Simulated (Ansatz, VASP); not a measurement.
## BeIr2 in VASP and in Ansatz

```
CELL_PARAMETERS angstrom
-1.91619 1.91709 2.71053
1.91619 -1.91709 2.71053
1.91619 1.91709 -2.71053
ATOMIC_POSITIONS crystal
Be 0.00000 0.00000 0.00000
Ir 0.74993 0.24993 0.50000
Ir 0.25007 0.75007 0.50000
```

Alike in both runs: functional PBE; k mesh 16 × 16 × 16; occupations gaussian, width 0.1 eV; no spin polarisation.

Ansatz relaxed the structure, and its values are those at the end. VASP's run is a single point on that final structure, the one shown.

|  | VASP | Ansatz |
| --- | --- | --- |
| version | VASP 6.6.1 | Ansatz 0.2.0 |
| potentials or method | VASP PAW PBE potentials, release 64 (Be, Ir), cutoff 520 eV | scalar-relativistic, plane waves, PAW |
| valence electrons in the cell | 20 | 36 |

```tsv
	VASP	Ansatz	Ansatz less VASP
gap on the k mesh at the Fermi level (eV)	none	none	-
pressure (GPa)	0.4	0.0	-0.46
```

A gap of «none» marks a metal or a gap that the smearing closes. VASP's potentials hold 20 valence electrons a cell and Ansatz's 36, so a difference there can come from the potentials and not from the codes.

Spin-orbit coupling is off throughout.
